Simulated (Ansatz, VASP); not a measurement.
One calculation of InAs, two programs

```
In As
1.0
     0.00000    3.00684    3.00684
     3.00684    0.00000    3.00684
     3.00684    3.00684    0.00000
In As
1 1
Direct
  0.00000 0.00000 0.00000
  0.25000 0.25000 0.25000
```

Alike in both runs: task single point; functional PBE; k mesh 6 × 6 × 6; occupations gaussian, width 0.05 eV; no spin polarisation.

```csv
,VASP,Ansatz
version,VASP 6.6.1,Ansatz 0.2.0
potentials or method,"VASP PAW PBE potentials, release 64 (In_d, As), cutoff 500 eV","scalar-relativistic, plane waves, PAW"
valence electrons in the cell,18,28
```

```csv
,VASP,Ansatz,Ansatz less VASP
gap on the k mesh at the Fermi level (eV),none,none,-
pressure (GPa),5.2,5.1,-0.07
```

A gap of «none» marks a metal or a gap that the smearing closes. With one functional, cell and mesh, what is left measures potentials, basis and numerics. VASP's potentials hold 18 valence electrons a cell and Ansatz's 28, so a difference there can come from the potentials and not from the codes.
